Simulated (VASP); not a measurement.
Wanted: the native input for a VASP 6.6.1 run.

```yaml
Task: single point
Functional: PBE
Potentials_or_basis: VASP PAW PBE potentials, release 64 (Mn_pv, Hg)
Cutoff: 520 eV
k_mesh: 12 × 12 × 12
Occupations: gaussian, width 0.1 eV
Spin: collinear spin
Starting_moments: "[3.62, -0.09] μB"
Fixed_moment: 3.12 μB
Dipole_correction: no
Further_INCAR_settings: ALGO = Normal; EDIFF = 1e-06; NBANDS = 24
```

The structure of MnHg lies in POSCAR:

```
MnHg
1.0
    3.2880000000      0.0000000000      0.0000000000
    0.0000000000      3.2880000000      0.0000000000
    0.0000000000      0.0000000000      3.3130000000
Mn Hg
1 1
Direct
    0.5000000000      0.5000000000      0.5000000000
    0.0000000000      0.0000000000      0.0000000000
```

These files were run (other wordings do the same):

INCAR

```
SYSTEM = MnHg
  PREC = Accurate
  ENCUT = 520
  EDIFF = 1E-6
  ISMEAR = 0
  SIGMA = 0.1
  LREAL = .FALSE.
  LASPH = .TRUE.
  NELM = 150
  ALGO = Normal
  ISIF = 2
  LWAVE = .FALSE.
  LCHARG = .FALSE.
  ISPIN = 2
  MAGMOM = 3.62 -0.09
  LORBIT = 11
  NUPDOWN = 3.12
  LMAXMIX = 4
  GGA = PE
  NBANDS = 24
```

KPOINTS

```
Automatic mesh
0
G
  12 12 12
  0 0 0
```

Potentials or basis: VASP PAW PBE potentials, release 64 (Mn_pv, Hg).

Run with:

```sh
$ cat potpaw_PBE.64/Mn_pv/POTCAR potpaw_PBE.64/Hg/POTCAR > POTCAR
$ mpirun -np 1 vasp_std > vasp.out
```

Results of the run:

- Pressure: -3.0 GPa
- Net moment: 3.12 μB per cell
- Site moments: Mn +3.26; Hg -0.13 μB
- Valence electrons inside the program's atomic spheres: Mn 11.45; Hg 10.58

Caveat: the total moment is fixed, so each spin has its own Fermi level and the state may be an excited one.

It took 2.1 min on 1 thread of AMD EPYC 9R45 96-Core Processor (Zen 5), on a shared host, peak memory 0.32 GiB.
